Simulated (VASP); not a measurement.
# CoRu3 (Pm-3m) in VASP: relaxation of cell and atoms with r2SCAN

Aim: the relaxation of cell and atoms of CoRu3 with r2SCAN.

Program: VASP 6.6.1. These are calculated values, not measurements. Logs are shortened: lines on timing, memory, paths and dates and some standing lists are left out, and cuts for length are marked.

**1. The cell of the first run**

It takes space group Pm-3m (No. 221, cubic). The conventional cell has a = 3.705 Å, b = 3.705 Å, c = 3.705 Å, α = 90.00°, β = 90.00°, γ = 90.00°. Co (site symmetry m-3m) has 12 Ru at 2.62 Å within 3.5 Å. Within 3.5 Å of Ru (site symmetry 4/mmm) lie 4 Co at 2.62 Å and 8 Ru at 2.62 Å.

**2. Relaxation of cell and atoms, r2SCAN**

Input file POSCAR:

```
CoRu3
1.0
    3.7050145469      0.0000000000      0.0000000000
    0.0000000000      3.7050145469      0.0000000000
    0.0000000000      0.0000000000      3.7050145469
Co Ru
1 3
Direct
    0.0000000000      0.0000000000      0.0000000000
    0.0000000000      0.5000000000      0.5000000000
    0.5000000000      0.0000000000      0.5000000000
    0.5000000000      0.5000000000      0.0000000000
```

Input file INCAR.step1:

```
ALGO = Normal ; EDIFF = 1E-4
ENCUT = 600 ; GGA = PE
ISMEAR = 0 ; LASPH = T
LCHARG = F ; LREAL = F
LWAVE = T ; NELM = 60
PREC = Accurate ; SIGMA = 0.1
```

Input file INCAR.step2:

```
ALGO = Normal ; EDIFF = 1E-6
EDIFFG = -0.01 ; ENCUT = 600
IBRION = 2 ; ISIF = 3
ISMEAR = 0 ; ISTART = 1
LASPH = T ; LCHARG = F
LMIXTAU = T ; LREAL = F
LWAVE = F ; METAGGA = R2SCAN
NELM = 60 ; NSW = 100
PREC = Accurate ; SIGMA = 0.1
```

Input file KPOINTS:

```
k-points
0
Gamma
  12 12 12
```

Potentials or basis: VASP PAW PBE potentials, release 64 (Co, Ru_pv).

Launch:

```bash
$ cat potpaw_PBE.64/Co/POTCAR potpaw_PBE.64/Ru_pv/POTCAR > POTCAR
$ cp INCAR.step1 INCAR
$ mpirun -np 1 vasp_std > vasp.out
$ cp INCAR.step2 INCAR
$ mpirun -np 1 vasp_std > vasp.out
```

OUTCAR:

```text
EDIFF = 1E-6
   EDIFFG = -0.01
   ENCUT = 600
   IBRION = 2
   ISIF = 3
   ISMEAR = 0
   ISTART = 1
   LASPH = T
   LREAL = F
   METAGGA = R2SCAN
   NELM = 60
   NSW = 100
   PREC = Accurate

 ion  position               nearest neighbor table
   1  0.000  0.000  0.000-   2 2.62   3 2.62   4 2.62   2 2.62   3 2.62   2 2.62   4 2.62   2 2.62
                             3 2.62   4 2.62   3 2.62   4 2.62
   2  0.000  0.500  0.500-   1 2.62   3 2.62   4 2.62   1 2.62   4 2.62   1 2.62   3 2.62   1 2.62
                             3 2.62   4 2.62   4 2.62   3 2.62
   3  0.500  0.000  0.500-   1 2.62   2 2.62   4 2.62   1 2.62   4 2.62   2 2.62   4 2.62   4 2.62
                             1 2.62   2 2.62   1 2.62   2 2.62
   4  0.500  0.500  0.000-   1 2.62   2 2.62   3 2.62   2 2.62   3 2.62   1 2.62   3 2.62   3 2.62
                             1 2.62   2 2.62   2 2.62   1 2.62

  LATTYP: Found a simple cubic cell.
 ALAT       =     3.7050145469

  Lattice vectors:

 A1 = (   3.7050145469,   0.0000000000,   0.0000000000)
 A2 = (   0.0000000000,   3.7050145469,   0.0000000000)
 A3 = (   0.0000000000,   0.0000000000,   3.7050145469)

Analysis of symmetry for initial positions (statically):
=====================================================================
 Subroutine PRICEL returns:
 Original cell was already a primitive cell.

 Routine SETGRP: Setting up the symmetry group for a
 simple cubic supercell.

 Subroutine GETGRP returns: Found 48 space group operations
 (whereof 48 operations were pure point group operations)
 out of a pool of 48 trial point group operations.

The static configuration has the point symmetry O_h .

Analysis of symmetry for dynamics (positions and initial velocities):
=====================================================================
 Subroutine PRICEL returns:
 Original cell was already a primitive cell.

 Routine SETGRP: Setting up the symmetry group for a
 simple cubic supercell.

 Subroutine GETGRP returns: Found 48 space group operations
 (whereof 48 operations were pure point group operations)
 out of a pool of 48 trial point group operations.

The dynamic configuration has the point symmetry O_h .

 Subroutine INISYM returns: Found 48 space group operations
 (whereof 48 operations are pure point group operations),
 and found     1 'primitive' translations

----------------------------------------------------------------------------------------

                                     Primitive cell

  volume of cell :      50.8592

  direct lattice vectors                    reciprocal lattice vectors
     3.705014547  0.000000000  0.000000000     0.269904473  0.000000000  0.000000000
     0.000000000  3.705014547  0.000000000     0.000000000  0.269904473  0.000000000
     0.000000000  0.000000000  3.705014547     0.000000000  0.000000000  0.269904473

  length of vectors
     3.705014547  3.705014547  3.705014547     0.269904473  0.269904473  0.269904473

  position of ions in fractional coordinates (direct lattice)
     0.000000000  0.000000000  0.000000000
     0.000000000  0.500000000  0.500000000
     0.500000000  0.000000000  0.500000000
     0.500000000  0.500000000  0.000000000

  ion indices of the primitive-cell ions
   primitive index   ion index
                 1           1
                 2           2
                 3           3
                 4           4

----------------------------------------------------------------------------------------

 KPOINTS: k-points

Automatic generation of k-mesh.
 Grid dimensions read from file:
 generate k-points for:   12   12   12

 Generating k-lattice:

  Cartesian coordinates                     Fractional coordinates (reciprocal lattice)
     0.022492039  0.000000000  0.000000000     0.083333333  0.000000000  0.000000000
     0.000000000  0.022492039  0.000000000     0.000000000  0.083333333  0.000000000
     0.000000000  0.000000000  0.022492039     0.000000000  0.000000000  0.083333333

  Length of vectors
     0.022492039  0.022492039  0.022492039

  Shift w.r.t. Gamma in fractional coordinates (k-lattice)
     0.000000000  0.000000000  0.000000000

 Subroutine IBZKPT returns following result:
 ===========================================

 Found     84 irreducible k-points:

 Following reciprocal coordinates:
            Coordinates               Weight
  0.000000  0.000000  0.000000      1.000000
  0.083333  0.000000  0.000000      6.000000
  0.166667  0.000000  0.000000      6.000000
  0.250000  0.000000  0.000000      6.000000
  0.333333  0.000000  0.000000      6.000000
  0.416667  0.000000  0.000000      6.000000
[... 16 lines left out ...]
  0.333333  0.333333  0.000000     12.000000
  0.416667  0.333333  0.000000     24.000000
 [... further k-points ...]
   k-points           NKPTS =     84   k-points in BZ     NKDIM =     84   number of bands    NBANDS=     30
   number of dos      NEDOS =    301   number of ions     NIONS =      4
   total plane-waves  NPLWV =  27000
   dimension x,y,z NGX =    30 NGY =   30 NGZ =   30
   dimension x,y,z NGXF=    60 NGYF=   60 NGZF=   60
   ions per type =               1   3
   NGX,Y,Z   is equivalent  to a cutoff of  13.46, 13.46, 13.46 a.u.
   NGXF,Y,Z  is equivalent  to a cutoff of  26.92, 26.92, 26.92 a.u.
 SYSTEM =  unknown system
   PREC   = accura    normal or accurate (medium, high low for compatibility)
   ISTART =      1    job   : 0-new  1-cont  2-samecut
   ICHARG =      0    charge: 1-file 2-atom 10-const
   ISPIN  =      1    spin polarized calculation?
   LNONCOLLINEAR =      F non collinear calculations
   LSORBIT =      F    spin-orbit coupling
   LASPH  =      T    aspherical Exc in radial PAW
   ENCUT  =  600.0 eV  44.10 Ry    6.64 a.u.   7.40  7.40  7.40*2*pi/ulx,y,z
   NELM   =     60;   NELMIN=  2; NELMDL=  0     # of ELM steps
   EDIFF  = 0.1E-05   stopping-criterion for ELM
   LREAL  =      F    real-space projection
   EDIFFG = -.1E-01   stopping-criterion for IOM
   NSW    =    100    number of steps for IOM
   IBRION =      2    ionic relax: 0-MD 1-quasi-New 2-CG
   NFREE  =      1    steps in history (QN), initial steepest desc. (CG)
   ISIF   =      3    stress and relaxation
   ISYM   =      2    0-nonsym 1-usesym 2-fastsym
   POTIM  = 0.5000    time-step for ionic-motion
   TEBEG  =    0.0;   TEEND  =   0.0 temperature during run
   PSTRESS=    0.0 pullay stress
   NELECT =      51.0000    total number of electrons
   NUPDOWN=      -1.0000    fix difference up-down
   EMIN   =  10.00;   EMAX   =-10.00  energy-range for DOS
   EFERMI =   0.00;   METHOD = LEGACY
   ISMEAR =     0;   SIGMA  =   0.10  broadening in eV -4-tet -1-fermi 0-gaus
   EFERMI_NEDOS =   21; number of points for ismear=-14 and -15
   IALGO  =     38    algorithm
   IMIX   =      4    mixing-type and parameters
     AMIX     =   0.40;   BMIX     =  1.00
     AMIX_MAG =   1.60;   BMIX_MAG =  1.00
  volume/ion in A,a.u.               =      12.71        85.80
  Fermi-wavevector in a.u.,A,eV,Ry     =   1.638608  3.096519 36.532118  2.685035
  Thomas-Fermi vector in A             =   2.729552
   LORBIT       =      0    0 simple, 1 ext, 2 COOP (PROOUT), +10 PAW based schemes
   METAGGA = R2SCAN    functional components
   LHFCALC =     F    Hartree Fock is set to
   AEXX    =    0.0000 exact exchange contribution
   IVDW    =     0    specifies the selected vdW correction
   LEPSILON=     F    determine dielectric tensor
   LRPA    =     F    only Hartree local field effects (RPA)
 conjugate gradient relaxation of ions
 non-spin polarized calculation
 Gauss-broadening in eV      SIGMA  =   0.10
  energy-cutoff  :      600.00
  volume of cell :       50.86
 maximum number of plane-waves:      1743
 NGX is ok and might be reduce to    30
   NGX = 15   NGY = 15   NGZ = 15

--------------------------------------- Ionic step        1  -------------------------------------------

 number of electron      50.9999979 magnetization

 Free energy of the ion-electron system (eV)
  ---------------------------------------------------
  ext. energy  EPLUGINS =         0.00000000
  ---------------------------------------------------
  free energy    TOTEN  =       -88.60150316 eV

  energy without entropy =      -88.58573726  energy(sigma->0) =      -88.59362021

------------------------ aborting loop because EDIFF is reached ----------------------------------------

  FORCE on cell =-STRESS in cart. coord.  units (eV):
  Direction    XX          YY          ZZ          XY          YZ          ZX
  --------------------------------------------------------------------------------------
  -------------------------------------------------------------------------------------
  Total        0.3557677      0.3557677      0.3557677     -0.0000000     -0.0000000      0.0000000
  in kB       11.2074654     11.2074654     11.2074654     -0.0000000     -0.0000000      0.0000000
  external PRESSURE =      11.2074654 kB  Pullay stress =       0.0000000 kB
[... 61 lines left out ...]
  energy  without entropy=      -88.5815407116  energy(sigma->0) =      -88.58957088

--------------------------------------- Ionic step        3  -------------------------------------------

 number of electron      50.9999976 magnetization

 Free energy of the ion-electron system (eV)
  ---------------------------------------------------
  ext. energy  EPLUGINS =         0.00000000
  ---------------------------------------------------
  free energy    TOTEN  =       -88.60208766 eV

  energy without entropy =      -88.58624307  energy(sigma->0) =      -88.59416537

 E-fermi :  12.3109     XC(G=0): -15.3084

 val. band max:       12.3061578312   @ k =   0.4167   0.0000   0.0000
 cond. band min:      12.3252168563   @ k =   0.2500   0.1667   0.1667
 fundamental gap:      0.0190590251
 Fermi energy:        12.3108674667

 k-point     1 :       0.0000    0.0000    0.0000
  band No.  band energies     occupation
      1     -32.5546      2.00000
      2     -32.5546      2.00000
      3     -32.5546      2.00000
      4     -31.9414      2.00000
      5     -31.9414      2.00000
      6     -31.9414      2.00000
[... 781 lines left out ...]
     29      12.9514      0.00000
     30      13.8141      0.00000

 [... further k-points ...]

------------------------ aborting loop because EDIFF is reached ----------------------------------------

  FORCE on cell =-STRESS in cart. coord.  units (eV):
  Direction    XX          YY          ZZ          XY          YZ          ZX
  --------------------------------------------------------------------------------------
  -------------------------------------------------------------------------------------
  Total       -0.0004918     -0.0004918     -0.0004918      0.0000000      0.0000000     -0.0000000
  in kB       -0.0154404     -0.0154404     -0.0154404      0.0000000      0.0000000     -0.0000000
  external PRESSURE =      -0.0154404 kB  Pullay stress =       0.0000000 kB
[... 19 lines left out ...]
  FREE ENERGIE OF THE ION-ELECTRON SYSTEM (eV)
  ---------------------------------------------------
  free  energy   TOTEN  =       -88.6020876639 eV

  energy  without entropy=      -88.5862430740  energy(sigma->0) =      -88.59416537

 reached required accuracy - stopping structural energy minimisation
```

Run time: 28 min. Hardware: 1 thread of Oxide Virtual Turin-like, shared host; peak memory 0.25 GiB.

Results:

```yaml
Free_energy: -88.6021 eV
Relaxed_volume: 12.76 Å³/atom
Relaxed_cell: a = 3.709 Å, b = 3.709 Å, c = 3.709 Å, α = 90.00°, β = 90.00°, γ = 90.00°
Space_group_after_relaxing_to_0.1_Å: Pm-3m (No. 221)
Energy_gained_by_relaxing: 0.1 meV/atom
Ionic_steps: 3
Pressure_after_relaxing: 0.0 GPa
Band_gap_on_the_k_mesh: zero (an odd number of electrons rules out a gap without spin polarisation)
```

The path:
```
step  energy change (eV)  largest force (eV/Å)  pressure (GPa)  volume (Å³)
   1              0.0000                0.0000            1.12        50.86
   2              0.0039                0.0000           -2.91        51.52
   3             -0.0006                0.0000            0.00        51.03
```

Final structure:
```xyz
4
Lattice="3.7092 0.0000 0.0000 0.0000 3.7092 0.0000 0.0000 0.0000 3.7092" Properties=species:S:1:pos:R:3 pbc="T T T"
Co    0.0000    0.0000    0.0000
Ru    0.0000    1.8546    1.8546
Ru    1.8546    0.0000    1.8546
Ru    1.8546    1.8546    0.0000
```

Caveat: the PAW data sets were made with another functional, which shifts forces and pressure a little; the run has no spin polarisation, though such a crystal can be magnetic.
